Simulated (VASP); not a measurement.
# Rb (Fd-3m) in VASP: further runs, part 2 of 2

VASP 6.6.1. Earlier steps stand in the parts before.

## (5) Single point, PBEsol (78.08 Å³/atom)

This run uses another cell than the first one, of 78.08 Å³/atom.

The input, INCAR:

```
SYSTEM = Rb
PREC     = Accurate       ! precision mode
ENCUT    = 520            ! plane-wave cutoff, eV
EDIFF    = 1E-7           ! SCF threshold, eV
ISMEAR   = -1             ! smearing method
SIGMA    = 0.05           ! smearing width, eV
LREAL    = .FALSE.        ! projectors in reciprocal space
LASPH    = .TRUE.         ! aspherical terms in the spheres
NELM     = 100            ! most SCF steps
ALGO     = Normal         ! electronic algorithm
ISIF     = 2              ! what is computed and relaxed
LWAVE    = .FALSE.        ! write WAVECAR
LCHARG   = .FALSE.        ! write CHGCAR
GGA      = PS             ! functional
NBANDS   = 16             ! bands
```

The input, KPOINTS:

```
Automatic mesh
0
G
  8 8 8
  0 0 0
```

The input, POSCAR:

```
Rb
1.0
    0.0000000000      4.2740480780      4.2740480780
    4.2740480780      0.0000000000      4.2740480780
    4.2740480780      4.2740480780      0.0000000000
Rb
2
Direct
   -0.1250000000     -0.1250000000     -0.1250000000
    0.1250000000      0.1250000000      0.1250000000
```

Potentials or basis: VASP PAW PBE potentials, release 64 (Rb_sv).

The run is started by

```console
> cat potpaw_PBE.64/Rb_sv/POTCAR > POTCAR
> mpirun -np 1 vasp_std > vasp.out
```

OUTCAR:

```text
SYSTEM = Rb
   PREC = Accurate
   ENCUT = 520
   EDIFF = 1E-7
   ISMEAR = -1
   LREAL = .FALSE.
   LASPH = .TRUE.
   NELM = 100
   ISIF = 2
   GGA = PS

 ion  position               nearest neighbor table
   1  0.875  0.875  0.875-   2 3.70   2 3.70   2 3.70   2 3.70
   2  0.125  0.125  0.125-   1 3.70   1 3.70   1 3.70   1 3.70

  LATTYP: Found a face centered cubic cell.
 ALAT       =     8.5480961560

  Lattice vectors:

 A1 = (   0.0000000000,   4.2740480780,   4.2740480780)
 A2 = (   4.2740480780,   0.0000000000,   4.2740480780)
 A3 = (   4.2740480780,   4.2740480780,   0.0000000000)

Analysis of symmetry for initial positions (statically):
=====================================================================
 Subroutine PRICEL returns:
 Original cell was already a primitive cell.

 Routine SETGRP: Setting up the symmetry group for a
 face centered cubic supercell.

 Subroutine GETGRP returns: Found 48 space group operations
 (whereof 12 operations were pure point group operations)
 out of a pool of 48 trial point group operations.

The static configuration has the point symmetry D_3d.
[... 161 lines left out ...]
  energy without entropy =       -1.19816711  energy(sigma->0) =       -1.20502733

 E-fermi :   0.4105     XC(G=0):  -5.8939

 val. band max:        0.3961116303   @ k =   0.5000   0.1250   0.0000
 cond. band min:       0.4668356339   @ k =   0.5000   0.5000   0.0000
 fundamental gap:      0.0707240036
 Fermi energy:         0.4105373525

 k-point     1 :       0.0000    0.0000    0.0000
  band No.  band energies     occupation
      1     -29.0987      2.00000
      2     -28.9732      2.00000
      3     -13.3323      2.00000
      4     -13.3323      2.00000
      5     -13.3323      2.00000
      6     -12.9649      2.00000
[... 433 lines left out ...]
      3     -13.4250      2.00000
      4     -13.3972      2.00000
      5     -13.2628      2.00000
      6     -13.0468      2.00000
[... 8 lines left out ...]
     15       3.4982      0.00000
     16       3.8111      0.00000

 [... further k-points ...]

------------------------ aborting loop because EDIFF is reached ----------------------------------------

  FORCE on cell =-STRESS in cart. coord.  units (eV):
  Direction    XX          YY          ZZ          XY          YZ          ZX
  --------------------------------------------------------------------------------------
  -------------------------------------------------------------------------------------
  Total        1.1874646      1.1874646      1.1874646     -0.0000000      0.0000000      0.0000000
  in kB       12.1838078     12.1838078     12.1838078     -0.0000000      0.0000000      0.0000000
  external PRESSURE =      12.1838078 kB  Pullay stress =       0.0000000 kB

 VOLUME and BASIS-vectors are now :
 -----------------------------------------------------------------------------
  energy-cutoff  :      520.00
  volume of cell :      156.15
      direct lattice vectors                 reciprocal lattice vectors
     0.000000000  4.274048078  4.274048078    -0.116985114  0.116985114  0.116985114
     4.274048078  0.000000000  4.274048078     0.116985114 -0.116985114  0.116985114
     4.274048078  4.274048078  0.000000000     0.116985114  0.116985114 -0.116985114

 POSITION                                       TOTAL-FORCE (eV/Angst)
 -----------------------------------------------------------------------------------
      7.47958      7.47958      7.47958        -0.000000     -0.000000      0.000000
      1.06851      1.06851      1.06851         0.000000      0.000000     -0.000000
 -----------------------------------------------------------------------------------
    total drift:                                0.000000      0.000000      0.000000

  FREE ENERGIE OF THE ION-ELECTRON SYSTEM (eV)
  ---------------------------------------------------
  free  energy   TOTEN  =        -1.2118875588 eV

  energy  without entropy=       -1.1981671086  energy(sigma->0) =       -1.20502733
```

OSZICAR:

```text
N       E                     dE             d eps       ncg     rms          rms(c)
DAV:   1     0.112594265387E+03    0.11259E+03   -0.72045E+03   928   0.878E+02
DAV:   2     0.994852218618E+01   -0.10265E+03   -0.99621E+02  1304   0.187E+02
DAV:   3    -0.372153401459E+00   -0.10321E+02   -0.10258E+02  1336   0.562E+01
DAV:   4    -0.124023023987E+01   -0.86808E+00   -0.86794E+00  1568   0.114E+01
DAV:   5    -0.124530411859E+01   -0.50739E-02   -0.50738E-02  1280   0.103E+00    0.217E+00
DAV:   6    -0.122435947807E+01    0.20945E-01   -0.17872E-02  1264   0.633E-01    0.137E+00
DAV:   7    -0.121205471251E+01    0.12305E-01   -0.36243E-02  1208   0.819E-01    0.187E-01
DAV:   8    -0.121188202921E+01    0.17268E-03   -0.32490E-03  1408   0.313E-01    0.441E-02
DAV:   9    -0.121188665185E+01   -0.46226E-05   -0.53828E-05  1272   0.429E-02    0.279E-02
DAV:  10    -0.121188810105E+01   -0.14492E-05   -0.21511E-05  1272   0.335E-02    0.411E-03
DAV:  11    -0.121188761220E+01    0.48884E-06   -0.14973E-06  1256   0.676E-03    0.144E-03
DAV:  12    -0.121188755884E+01    0.53363E-07   -0.73381E-08  1048   0.155E-03
   1 F= -.12118876E+01 E0= -.12050273E+01  d E =-.137205E-01
```

stdout:

```text
POSCAR found type information on POSCAR Rb
 POSCAR found :  1 types and       2 ions
 scaLAPACK will be used
 -----------------------------------------------------------------------------
|                                                                             |
|                                                                             |
|     You enforced a specific xc type in the INCAR file but a different       |
|     I HOPE YOU KNOW WHAT YOU ARE DOING!                                     |
|                                                                             |
 -----------------------------------------------------------------------------

 LDA part: xc-table for (Slater+PW92), standard interpolation
 POSCAR, INCAR and KPOINTS ok, starting setup
 FFT: planning ... GRIDC
 FFT: planning ... GRID_SOFT
 FFT: planning ... GRID
 WAVECAR not read
 entering main loop
```

Wall time 84 s (1 thread of AMD EPYC 9R14 (Zen 4), shared host); peak memory 0.3 GiB.

What came out:

| Quantity | Value |
| --- | --- |
| Free energy | -1.2119 eV |
| Pressure | 1.2 GPa |
| Band gap on the k mesh | zero (bands 9 and 10 overlap by 0.48 eV) |

Caveat: the PAW data sets were made with another functional, which shifts forces and pressure a little.

## (6) Overview

```csv
cell,gap on the mesh (eV),pressure (GPa)
"a = 5.280 Å, angles 60.0°, 2 atoms",none,3.9
"a = 5.688 Å, angles 60.0°, 2 atoms",none,2.2
"a = 6.044 Å, angles 60.0°, 2 atoms",none,1.2
```

Alike in all rows: task single point; level PBEsol; potentials or basis VASP PAW PBE potentials, release 64 (Rb_sv); no spin polarisation; k mesh 8 × 8 × 8; cutoff (eV) 520; smearing fermi-dirac 0.05 eV.

Caveats: the PAW data sets were made with another functional, which shifts forces and pressure a little; the cell stands under pressure (at least some runs).

Absolute energies hang on the potentials; compare differences alone.
